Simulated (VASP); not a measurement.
# Ir4Ru (P6_3/mmc) in VASP: notebook

The runs below take Ir4Ru through single point, with PBE.

All numbers are computed with VASP 6.6.1; they aren't measurements. Logs are shortened: lines on timing, memory, paths and dates and some standing lists are left out, and cuts for length are marked.

## 1. The cell of the first run

The structure is hexagonal, space group P6_3/mmc (No. 194). Conventional cell: a = 2.746 Å, b = 2.746 Å, c = 22.081 Å, α = 90.00°, β = 90.00°, γ = 120.00°. Ru (site symmetry -6m2) has 6 Ir at 2.68 Å and 6 Ru at 2.75 Å within 3.5 Å. Within 3.5 Å of Ir (site symmetry 3m) lie 3 Ru at 2.68 Å and 9 Ir at 2.75 Å. Within 3.6 Å of Ir (site symmetry 3m) lie 12 Ir at 2.74 to 2.75 Å.

## 2. Single point, PBE

Contents of INCAR:

```
  PREC = Accurate
  ENCUT = 500
  EDIFF = 1E-6
  ISMEAR = -1
  SIGMA = 0.15
  LREAL = F
  LASPH = T
  NELM = 300
  ALGO = All
  ISIF = 2
  LWAVE = F
  LCHARG = F
  GGA = PE
  NBANDS = 61
  GGA_COMPAT = F
  ISEARCH = 1
  KPAR = 4
```

Contents of KPOINTS:

```
Automatic mesh
0
Gamma
  18 18 2
```

Contents of POSCAR:

```
Ir4Ru
1.0
    2.7464342701     -0.0000000289      0.0000000000
   -1.3732171100      2.3784818622      0.0000000000
    0.0000000000      0.0000000000     22.0812065164
Ru Ir
2 8
Direct
    0.3333333333      0.6666666667      0.2500000000
    0.6666666667      0.3333333333      0.7500000000
    0.3333333333      0.6666666667      0.6523228156
    0.3333333333      0.6666666667      0.8476771844
    0.3333333333      0.6666666667      0.0505177084
    0.3333333333      0.6666666667      0.4494822916
    0.6666666667      0.3333333333      0.9494822916
    0.6666666667      0.3333333333      0.1523228156
    0.6666666667      0.3333333333      0.3476771844
    0.6666666667      0.3333333333      0.5505177084
```

Potentials or basis: VASP PAW PBE potentials, release 64 (Ru_pv, Ir).

Launch:

```sh
$ cat potpaw_PBE.64/Ru_pv/POTCAR potpaw_PBE.64/Ir/POTCAR > POTCAR
$ mpirun -np 4 vasp_std > vasp.out
```

OUTCAR:

```text
PREC = Accurate
   ENCUT = 500
   EDIFF = 1E-6
   ISMEAR = -1
   LREAL = F
   LASPH = T
   NELM = 300
   ISIF = 2
   GGA = PE

 ion  position               nearest neighbor table
   1  0.333  0.667  0.250-   8 2.68   9 2.68   8 2.68   9 2.68   8 2.68   9 2.68
   2  0.667  0.333  0.750-   3 2.68   4 2.68   3 2.68   4 2.68   3 2.68   4 2.68
   3  0.333  0.667  0.652-   2 2.68   2 2.68   2 2.68  10 2.75  10 2.75  10 2.75
   4  0.333  0.667  0.848-   2 2.68   2 2.68   2 2.68   7 2.75   7 2.75   7 2.75
   5  0.333  0.667  0.051-   7 2.74   7 2.74   7 2.74   8 2.75   8 2.75   8 2.75
   6  0.333  0.667  0.449-  10 2.74  10 2.74  10 2.74   9 2.75   9 2.75   9 2.75
   7  0.667  0.333  0.949-   5 2.74   5 2.74   5 2.74   4 2.75   4 2.75   4 2.75
   8  0.667  0.333  0.152-   1 2.68   1 2.68   1 2.68   5 2.75   5 2.75   5 2.75
   9  0.667  0.333  0.348-   1 2.68   1 2.68   1 2.68   6 2.75   6 2.75   6 2.75
  10  0.667  0.333  0.551-   6 2.74   6 2.74   6 2.74   3 2.75   3 2.75   3 2.75

  LATTYP: Found a hexagonal cell.
 ALAT       =     2.7464342701
 C/A-ratio  =     8.0399544809

  Lattice vectors:

 A1 = (   2.7464342701,  -0.0000000289,   0.0000000000)
 A2 = (  -1.3732171100,   2.3784818622,   0.0000000000)
 A3 = (   0.0000000000,   0.0000000000,  22.0812065164)

Analysis of symmetry for initial positions (statically):
=====================================================================
 Subroutine PRICEL returns:
 Original cell was already a primitive cell.

 Routine SETGRP: Setting up the symmetry group for a
 hexagonal supercell.

 Subroutine GETGRP returns: Found 24 space group operations
 (whereof 12 operations were pure point group operations)
 out of a pool of 24 trial point group operations.

The static configuration has the point symmetry D_3d.
 The point group associated with its full space group is D_6h.

Analysis of symmetry for dynamics (positions and initial velocities):
=====================================================================
 Subroutine PRICEL returns:
 Original cell was already a primitive cell.

 Routine SETGRP: Setting up the symmetry group for a
 hexagonal supercell.

 Subroutine GETGRP returns: Found 24 space group operations
 (whereof 12 operations were pure point group operations)
 out of a pool of 24 trial point group operations.

The dynamic configuration has the point symmetry D_3d.
 The point group associated with its full space group is D_6h.

 Subroutine INISYM returns: Found 24 space group operations
 (whereof 12 operations are pure point group operations),
[... 121 lines left out ...]
   TEBEG  =    0.0;   TEEND  =   0.0 temperature during run
   PSTRESS=    0.0 pullay stress
   NELECT =     100.0000    total number of electrons
   NUPDOWN=      -1.0000    fix difference up-down
   EMIN   =  10.00;   EMAX   =-10.00  energy-range for DOS
   EFERMI =   0.00;   METHOD = LEGACY
   ISMEAR =    -1;   SIGMA  =   0.15  broadening in eV -4-tet -1-fermi 0-gaus
   EFERMI_NEDOS =   21; number of points for ismear=-14 and -15
   IALGO  =     58    algorithm
   IMIX   =      4    mixing-type and parameters
     AMIX     =   0.40;   BMIX     =  1.00
     AMIX_MAG =   1.60;   BMIX_MAG =  1.00
  volume/ion in A,a.u.               =      14.42        97.34
  Fermi-wavevector in a.u.,A,eV,Ry     =   1.448919  2.738061 28.563626  2.099367
  Thomas-Fermi vector in A             =   2.566705
   LORBIT       =      0    0 simple, 1 ext, 2 COOP (PROOUT), +10 PAW based schemes
   GGA     = PE    functional components
   LHFCALC =     F    Hartree Fock is set to
   AEXX    =    0.0000 exact exchange contribution
   IVDW    =     0    specifies the selected vdW correction
   LEPSILON=     F    determine dielectric tensor
   LRPA    =     F    only Hartree local field effects (RPA)
 non-spin polarized calculation
  energy-cutoff  :      500.00
  volume of cell :      144.24
 maximum number of plane-waves:      3732
 NGX is ok and might be reduce to    20
   NGX =  9   NGY =  9   NGZ = 81

 number of electron     100.0000014 magnetization

 Free energy of the ion-electron system (eV)
  ---------------------------------------------------
  ext. energy  EPLUGINS =         0.00000000
  ---------------------------------------------------
  free energy    TOTEN  =       -89.44508532 eV

  energy without entropy =      -88.61445887  energy(sigma->0) =      -89.02977209

 E-fermi :  10.5158     XC(G=0): -13.8483

 val. band max:       10.5163449630   @ k =   0.1111  -0.0000   0.0000
 cond. band min:      10.5174035790   @ k =   0.0556  -0.0000   0.0000
 fundamental gap:      0.0010586160
 Fermi energy:        10.5157804450

 k-point     1 :       0.0000    0.0000    0.0000
  band No.  band energies     occupation
      1     -32.8714      2.00000
      2     -32.8713      2.00000
      3     -32.3903      2.00000
      4     -32.3903      2.00000
      5     -32.3903      2.00000
      6     -32.3903      2.00000
[... 1525 lines left out ...]
     60      13.1321      0.00000
     61      13.2989      0.00000

 [... further k-points ...]

------------------------ aborting loop because EDIFF is reached ----------------------------------------

  FORCE on cell =-STRESS in cart. coord.  units (eV):
  Direction    XX          YY          ZZ          XY          YZ          ZX
  --------------------------------------------------------------------------------------
  -------------------------------------------------------------------------------------
  Total        0.2991339      0.2991339      0.3181874      0.0000000     -0.0000000      0.0000000
  in kB        3.3226481      3.3226481      3.5342858      0.0000000     -0.0000000      0.0000000
  external PRESSURE =       3.3931940 kB  Pullay stress =       0.0000000 kB

 VOLUME and BASIS-vectors are now :
 -----------------------------------------------------------------------------
  energy-cutoff  :      500.00
  volume of cell :      144.24
      direct lattice vectors                 reciprocal lattice vectors
     2.746434270 -0.000000029  0.000000000     0.364108479  0.210218124  0.000000000
    -1.373217110  2.378481862  0.000000000     0.000000004  0.420436255  0.000000000
     0.000000000  0.000000000 22.081206516     0.000000000  0.000000000  0.045287380

 POSITION                                       TOTAL-FORCE (eV/Angst)
 -----------------------------------------------------------------------------------
      0.00000      1.58565      5.52030        -0.000000      0.000000     -0.000000
      1.37322      0.79283     16.56090         0.000000     -0.000000     -0.000000
      0.00000      1.58565     14.40407         0.000000      0.000000      0.017065
      0.00000      1.58565     18.71773         0.000000      0.000000     -0.017065
      0.00000      1.58565      1.11549        -0.000000     -0.000000     -0.005533
      0.00000      1.58565      9.92511        -0.000000     -0.000000      0.005533
      1.37322      0.79283     20.96571         0.000000      0.000000      0.005533
      1.37322      0.79283      3.36347        -0.000000     -0.000000      0.017065
      1.37322      0.79283      7.67713        -0.000000      0.000000     -0.017065
      1.37322      0.79283     12.15610         0.000000      0.000000     -0.005533
 -----------------------------------------------------------------------------------
    total drift:                                0.000000     -0.000000      0.000000

  FREE ENERGIE OF THE ION-ELECTRON SYSTEM (eV)
  ---------------------------------------------------
  free  energy   TOTEN  =       -89.4450853163 eV

  energy  without entropy=      -88.6144607217  energy(sigma->0) =      -89.02977302
```

stdout:

```text
POSCAR found type information on POSCAR RuIr
 POSCAR found :  2 types and      10 ions
 scaLAPACK will be used
 LDA part: xc-table for (Slater+PW92), standard interpolation
 POSCAR, INCAR and KPOINTS ok, starting setup
 FFT: planning ... GRIDC
[... 97 lines left out ...]
 gam= 0.460 trial= 0.313  step=  0.3882 mean=  0.3126
 gam= 0.580 g(H,U,f)=  0.396E-03 0.583E-04 0.121E-04 ort(H,U,f) = 0.359E-04-0.269E-04-0.488E-05
 gam= 0.580 trial= 0.320  step=  0.3165 mean=  0.3202
 gam= 3.807 g(H,U,f)=  0.503E-03 0.114E-02 0.130E-03 ort(H,U,f) = 0.193E-03-0.175E-03-0.125E-04
 gam= 3.807 trial= 0.320  step=  0.1034 mean=  0.3198
 gam= 0.200 g(H,U,f)=  0.319E-03 0.291E-04 0.685E-05 ort(H,U,f) = 0.523E-04-0.590E-04 0.746E-06
 gam= 0.200 trial= 0.298  step=  0.6215 mean=  0.2982
 gam= 1.030 g(H,U,f)=  0.281E-03 0.753E-04 0.864E-05 ort(H,U,f) = 0.186E-04-0.132E-04 0
```

Run time: 15 min. Hardware: 4 MPI ranks of Intel Xeon Platinum 8488C (Sapphire Rapids), shared host; peak memory 1.1 GiB.

What came out:

| Property | Result |
| --- | --- |
| Free energy | -89.4451 eV |
| Pressure | 0.3 GPa |
| Largest force | 0.017 eV/Å |
| Band gap on the k mesh | zero (bands 50 and 51 overlap by 2.62 eV) |

Forces in eV/Å, atoms in the order of the input:
```
Ru   0.000  0.000  0.000
Ru   0.000  0.000  0.000
Ir   0.000  0.000  0.017
Ir   0.000  0.000 -0.017
Ir   0.000  0.000 -0.006
Ir   0.000  0.000  0.006
Ir   0.000  0.000  0.006
Ir   0.000  0.000  0.017
Ir   0.000  0.000 -0.017
Ir   0.000  0.000 -0.006
```

Caveat: spin-orbit coupling is left out, which moves the levels of the heavy elements.

## 3. Single point, PBE

This run uses another cell than the first one, of 14.39 Å³/atom.

Contents of INCAR:

```
PREC = Accurate
ENCUT = 500
EDIFF = 1E-6
ISMEAR = 0
SIGMA = 0.1
LREAL = F
LASPH = T
NELM = 300
ALGO = All
ISIF = 2
LWAVE = F
LCHARG = F
GGA = PE
NBANDS = 61
GGA_COMPAT = F
ISEARCH = 1
KPAR = 4
```

Contents of KPOINTS:

```
regular mesh
0
Gamma
  6 6 1
```

Contents of POSCAR:

```
Ir4Ru
1.0
    2.7444621000      0.0000000000      0.0000000000
   -1.3722310000      2.3767739000      0.0000000000
    0.0000000000      0.0000000000     22.0651438000
Ru Ir
2 8
Direct
    0.3333333000      0.6666667000      0.2500000000
    0.6666667000      0.3333333000      0.7500000000
    0.3333333000      0.6666667000      0.6523470000
    0.3333333000      0.6666667000      0.8476530000
    0.3333333000      0.6666667000      0.0505000000
    0.3333333000      0.6666667000      0.4495000000
    0.6666667000      0.3333333000      0.9495000000
    0.6666667000      0.3333333000      0.1523470000
    0.6666667000      0.3333333000      0.3476530000
    0.6666667000      0.3333333000      0.5505000000
```

Potentials or basis: VASP PAW PBE potentials, release 64 (Ru_pv, Ir).

Launch:

```sh
$ cat potpaw_PBE.64/Ru_pv/POTCAR potpaw_PBE.64/Ir/POTCAR > POTCAR
$ mpirun -np 4 vasp_std > vasp.out
```

It took 2.9 min on 4 MPI ranks of Intel Xeon 6975P-C (Granite Rapids), shared host; peak memory 0.29 GiB.

The run converged. Its results:

```yaml
Free_energy: -88.6700 eV
Pressure: 1.2 GPa
Largest_force: 0.109 eV/Å
Band_gap_on_the_k_mesh: zero (bands 50 and 51 overlap by 2.67 eV)
```

Forces in eV/Å, atoms in the order of the input:
```
Ru   0.000  0.000  0.000
Ru   0.000  0.000  0.000
Ir   0.000  0.000  0.037
Ir   0.000  0.000 -0.037
Ir   0.000  0.000 -0.109
Ir   0.000  0.000  0.109
Ir   0.000  0.000  0.109
Ir   0.000  0.000  0.037
Ir   0.000  0.000 -0.037
Ir   0.000  0.000 -0.109
```

Stress tensor (GPa, compression positive):
```
 4.04  0.00  0.00
 0.00  4.04  0.00
 0.00  0.00 -4.37
```

Levels at points of the mesh, in eV from the Fermi level:
| k point | band 51 | band 52 | band 53 | band 54 | band 55 | band 56 |
| --- | --- | --- | --- | --- | --- | --- |
| (0.00, 0.00, 0.00) | -1.54 | -0.71 | -0.71 | -0.70 | -0.70 | -0.30 |
| (0.50, 0.00, 0.00) | 1.10 | 1.15 | 1.19 | 1.22 | 1.27 | 1.28 |

Caveat: the k points lie up to 0.44 Å⁻¹ apart, too coarse for converged energies and pressures of a metal; spin-orbit coupling is left out, which moves the levels of the heavy elements.

The gap in the log of VASP goes by the Fermi energy; the results here count the filled bands.